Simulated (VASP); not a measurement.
# C (P-1) in VASP: single point with PBE

Aim: the single point of C with PBE.

Everything below comes from runs of VASP 6.6.1. Logs are shortened: lines on timing, memory, paths and dates and some standing lists are left out, and cuts for length are marked.

### Step 1. The cell of the first run

The typed cell holds 12 atoms: a = 2.547 Å, b = 2.586 Å, c = 12.558 Å, α = 90.74°, β = 92.06°, γ = 121.54°.

### Step 2. Single point, PBE

The input, INCAR:

```
SYSTEM = C
ALGO = Normal
EDIFF = 1E-7
ENCUT = 520
GGA = PE
ISIF = 2
ISMEAR = 0
LASPH = .True.
LCHARG = .True.
LELF = .True.
LREAL = .False.
LVHAR = .True.
LWAVE = .False.
NBANDS = 36
NELM = 60
PREC = Accurate
SIGMA = 0.05
```

The input, KPOINTS:

```
k-points
0
Gamma
  12 12 2
  0 0 0
```

The input, POSCAR:

```
C
1.0
    2.5457512053     -0.0462520145     -0.0462520145
   -1.3129310221      2.2278112227     -0.0169294123
   -0.2280742143     -0.2280742143     12.5534036215
C
12
Direct
    0.0000000000      0.0000000000      0.1868593266
    0.0000000000      0.0000000000      0.6868593266
    0.0000000000      0.0000000000      0.3131406734
    0.0000000000      0.0000000000      0.8131406734
    0.3333333333      0.6666666667      0.5207665411
    0.6666666667      0.3333333333      0.0207665411
    0.3333333333      0.6666666667      0.9792334589
    0.6666666667      0.3333333333      0.4792334589
    0.3333333333      0.6666666667      0.6450950823
    0.6666666667      0.3333333333      0.1450950823
    0.3333333333      0.6666666667      0.8549049177
    0.6666666667      0.3333333333      0.3549049177
```

Potentials or basis: VASP PAW PBE potentials, release 64 (C).

On the command line:

```console
$ cat potpaw_PBE.64/C/POTCAR > POTCAR
$ mpirun -np 1 vasp_std > vasp.out
```

OUTCAR:

```text
SYSTEM = C
   EDIFF = 1E-7
   ENCUT = 520
   GGA = PE
   ISIF = 2
   ISMEAR = 0
   LASPH = .True.
   LREAL = .False.
   NELM = 60
   PREC = Accurate

 ion  position               nearest neighbor table
   1  0.000  0.000  0.187-  10 1.54  10 1.56  10 1.58   3 1.59
   2  0.000  0.000  0.687-   9 1.51   9 1.58   4 1.59   9 1.59
   3  0.000  0.000  0.313-  12 1.51  12 1.58   1 1.59  12 1.59
   4  0.000  0.000  0.813-  11 1.54  11 1.56  11 1.58   2 1.59
   5  0.333  0.667  0.521-   8 1.51   9 1.56   8 1.58   8 1.59
   6  0.667  0.333  0.021-   7 1.54  10 1.56   7 1.56   7 1.58
   7  0.333  0.667  0.979-   6 1.54  11 1.56   6 1.56   6 1.58
   8  0.667  0.333  0.479-   5 1.51  12 1.56   5 1.58   5 1.59
   9  0.333  0.667  0.645-   2 1.51   5 1.56   2 1.58   2 1.59
  10  0.667  0.333  0.145-   1 1.54   6 1.56   1 1.56   1 1.58
  11  0.333  0.667  0.855-   4 1.54   7 1.56   4 1.56   4 1.58
  12  0.667  0.333  0.355-   3 1.51   8 1.56   3 1.58   3 1.59

  LATTYP: Found a triclinic cell.
 ALAT       =     2.5065989060
 B/A-ratio  =     1.0159548789
 C/A-ratio  =     5.0097949984
 COS(alpha) =     0.0359827910
 COS(beta)  =     0.0499376432
 COS(gamma) =     0.4763182423

  Lattice vectors:

 A1 = (   1.2328201832,   2.1815592082,  -0.0631814268)
 A2 = (   2.5457512053,  -0.0462520145,  -0.0462520145)
 A3 = (   0.2280742143,   0.2280742143, -12.5534036215)

Analysis of symmetry for initial positions (statically):
=====================================================================
 Subroutine PRICEL returns:
 Original cell was already a primitive cell.

 Routine SETGRP: Setting up the symmetry group for a
 triclinic supercell.

 Subroutine GETGRP returns: Found  2 space group operations
 (whereof  2 operations were pure point group operations)
 out of a pool of  2 trial point group operations.

The static configuration has the point symmetry S_2 .

Analysis of symmetry for dynamics (positions and initial velocities):
=====================================================================
 Subroutine PRICEL returns:
 Original cell was already a primitive cell.

 Routine SETGRP: Setting up the symmetry group for a
 triclinic supercell.

 Subroutine GETGRP returns: Found  2 space group operations
 (whereof  2 operations were pure point group operations)
 out of a pool of  2 trial point group operations.

The dynamic configuration has the point symmetry S_2 .
[... 128 lines left out ...]
   TEBEG  =    0.0;   TEEND  =   0.0 temperature during run
   PSTRESS=    0.0 pullay stress
   NELECT =      48.0000    total number of electrons
   NUPDOWN=      -1.0000    fix difference up-down
   EMIN   =  10.00;   EMAX   =-10.00  energy-range for DOS
   EFERMI =   0.00;   METHOD = LEGACY
   ISMEAR =     0;   SIGMA  =   0.05  broadening in eV -4-tet -1-fermi 0-gaus
   EFERMI_NEDOS =   21; number of points for ismear=-14 and -15
   IALGO  =     38    algorithm
   IMIX   =      4    mixing-type and parameters
     AMIX     =   0.40;   BMIX     =  1.00
     AMIX_MAG =   1.60;   BMIX_MAG =  1.00
  volume/ion in A,a.u.               =       5.87        39.58
  Fermi-wavevector in a.u.,A,eV,Ry     =   1.440984  2.723064 28.251599  2.076434
  Thomas-Fermi vector in A             =   2.559667
   LORBIT       =      0    0 simple, 1 ext, 2 COOP (PROOUT), +10 PAW based schemes
   GGA     = PE    functional components
   LHFCALC =     F    Hartree Fock is set to
   AEXX    =    0.0000 exact exchange contribution
   IVDW    =     0    specifies the selected vdW correction
   LEPSILON=     F    determine dielectric tensor
   LRPA    =     F    only Hartree local field effects (RPA)
 non-spin polarized calculation
 Gauss-broadening in eV      SIGMA  =   0.05
  energy-cutoff  :      520.00
  volume of cell :       70.39
 maximum number of plane-waves:      1924
   NGX =  9   NGY =  9   NGZ = 47

 number of electron      47.9999996 magnetization

 Free energy of the ion-electron system (eV)
  ---------------------------------------------------
  ext. energy  EPLUGINS =         0.00000000
  ---------------------------------------------------
  free energy    TOTEN  =      -108.55657858 eV

  energy without entropy =     -108.55657858  energy(sigma->0) =     -108.55657858

 E-fermi :   9.8911     XC(G=0): -13.0840

 val. band max:        9.6232274685   @ k =   0.0000   0.0000   0.0000
 cond. band min:      13.1155583418   @ k =   0.4167  -0.0000   0.0000
 fundamental gap:      3.4923308733
 Fermi energy:         9.8911487113

 k-point     1 :       0.0000    0.0000    0.0000
  band No.  band energies     occupation
      1     -11.7948      2.00000
      2     -11.0885      2.00000
      3     -11.0114      2.00000
      4      -8.9019      2.00000
      5      -8.8412      2.00000
      6      -6.2674      2.00000
[... 925 lines left out ...]
     35      18.8217      0.00000
     36      19.4326      0.00000

 [... further k-points ...]

------------------------ aborting loop because EDIFF is reached ----------------------------------------

  FORCE on cell =-STRESS in cart. coord.  units (eV):
  Direction    XX          YY          ZZ          XY          YZ          ZX
  --------------------------------------------------------------------------------------
  -------------------------------------------------------------------------------------
  Total       -4.6547315     -4.5444399     -4.7400528      8.1092706      7.4085171      7.4215121
  in kB     -105.9538318   -103.4433078   -107.8959683    184.5881554    168.6371776    168.9329774
  external PRESSURE =    -105.7643693 kB  Pullay stress =       0.0000000 kB

 VOLUME and BASIS-vectors are now :
 -----------------------------------------------------------------------------
  energy-cutoff  :      520.00
  volume of cell :       70.39
      direct lattice vectors                 reciprocal lattice vectors
     2.545751205 -0.046252015 -0.046252015     0.397275121  0.234216014  0.011473131
    -1.312931022  2.227811223 -0.016929412     0.008398915  0.453884680  0.008398915
    -0.228074214 -0.228074214 12.553403621     0.001475055  0.001475055  0.079713269

 POSITION                                       TOTAL-FORCE (eV/Angst)
 -----------------------------------------------------------------------------------
     -0.04262     -0.04262      2.34572         0.003757      0.094030     -0.012859
     -0.15665     -0.15665      8.62242         0.255235      0.156484      0.066440
     -0.07142     -0.07142      3.93098        -0.255235     -0.156484     -0.066440
     -0.18546     -0.18546     10.20768        -0.003757     -0.094030      0.012859
     -0.14548      1.35102      6.51069         0.161876      0.112920      0.070394
      1.25479      0.70703      0.22421         0.009871      0.050514      0.009097
     -0.25004      1.24645     12.26601        -0.009871     -0.050514     -0.009097
      1.15022      0.60247      5.97953        -0.161876     -0.112920     -0.070394
     -0.17383      1.32266      8.07144        -0.147947     -0.110001     -0.054565
      1.22643      0.67868      1.78496        -0.020414     -0.049746      0.004046
     -0.22169      1.27481     10.70526         0.020414      0.049746     -0.004046
      1.17858      0.63082      4.41879         0.147947      0.110001      0.054565
 -----------------------------------------------------------------------------------
    total drift:                               -0.000000      0.000000      0.000000

  FREE ENERGIE OF THE ION-ELECTRON SYSTEM (eV)
  ---------------------------------------------------
  free  energy   TOTEN  =      -108.5565785838 eV

  energy  without entropy=     -108.5565785838  energy(sigma->0) =     -108.55657858
```

OSZICAR:

```text
N       E                     dE             d eps       ncg     rms          rms(c)
DAV:   1     0.125512024374E+03    0.12551E+03   -0.25411E+04 10664   0.130E+03
DAV:   2    -0.102768977067E+03   -0.22828E+03   -0.21512E+03 13744   0.252E+02
DAV:   3    -0.111910960715E+03   -0.91420E+01   -0.90710E+01 14160   0.462E+01
DAV:   4    -0.112029218242E+03   -0.11826E+00   -0.11795E+00 14064   0.550E+00
DAV:   5    -0.112031477024E+03   -0.22588E-02   -0.22567E-02 13672   0.743E-01    0.130E+01
DAV:   6    -0.109423026907E+03    0.26085E+01   -0.17536E+00 12708   0.618E+00    0.776E+00
DAV:   7    -0.108553181373E+03    0.86985E+00   -0.22354E+00 12484   0.718E+00    0.159E+00
DAV:   8    -0.108556201347E+03   -0.30200E-02   -0.67226E-02 13552   0.123E+00    0.105E-01
DAV:   9    -0.108556466033E+03   -0.26469E-03   -0.12578E-03 13912   0.199E-01    0.417E-02
DAV:  10    -0.108556544945E+03   -0.78911E-04   -0.10596E-04 13064   0.566E-02    0.209E-02
DAV:  11    -0.108556576827E+03   -0.31883E-04   -0.24464E-05 12948   0.298E-02    0.378E-03
DAV:  12    -0.108556578533E+03   -0.17055E-05   -0.15916E-06 13964   0.731E-03    0.137E-03
DAV:  13    -0.108556578584E+03   -0.51197E-07   -0.12751E-07  9684   0.250E-03
   1 F= -.10855658E+03 E0= -.10855658E+03  d E =-.332069E-16
```

Run time: 3.4 min. Hardware: 1 thread of Intel Xeon 6975P-C (Granite Rapids), shared host; peak memory 0.35 GiB.

What came out:

```
Free energy            : -108.5566 eV
Pressure               : -10.6 GPa
Largest force          : 0.307 eV/Å
Band gap on the k mesh : 3.49 eV (least direct gap 4.56 eV)
```

Forces on the atoms (eV/Å):
```
C    0.004  0.094 -0.013
C    0.255  0.156  0.066
C   -0.255 -0.156 -0.066
C   -0.004 -0.094  0.013
C    0.162  0.113  0.070
C    0.010  0.051  0.009
C   -0.010 -0.051 -0.009
C   -0.162 -0.113 -0.070
C   -0.148 -0.110 -0.055
C   -0.020 -0.050  0.004
C    0.020  0.050 -0.004
C    0.148  0.110  0.055
```

Levels at points of the mesh, in eV from the valence-band top:
```
           k point  band 22  band 23  band 24  band 25  band 26  band 27
(0.00, 0.00, 0.00)    -0.58    -0.34     0.00     4.56     5.00     5.18
(0.50, 0.00, 0.00)    -4.50    -3.54    -3.39     3.61     4.24     4.34
(0.00, 0.50, 0.00)    -4.18    -3.59    -3.06     4.26     4.77     4.93
(0.50, 0.50, 0.00)    -3.88    -3.71    -2.77     4.92     4.97     5.53
(0.00, 0.00, 0.50)    -0.69    -0.47    -0.34     4.79     4.96     5.48
(0.50, 0.00, 0.50)    -3.81    -3.65    -3.44     3.72     3.86     4.62
(0.00, 0.50, 0.50)    -3.54    -3.50    -3.30     4.38     4.49     4.74
(0.50, 0.50, 0.50)    -3.79    -3.15    -3.05     5.04     5.07     5.11
```

Caveat: the cell stands under tension.
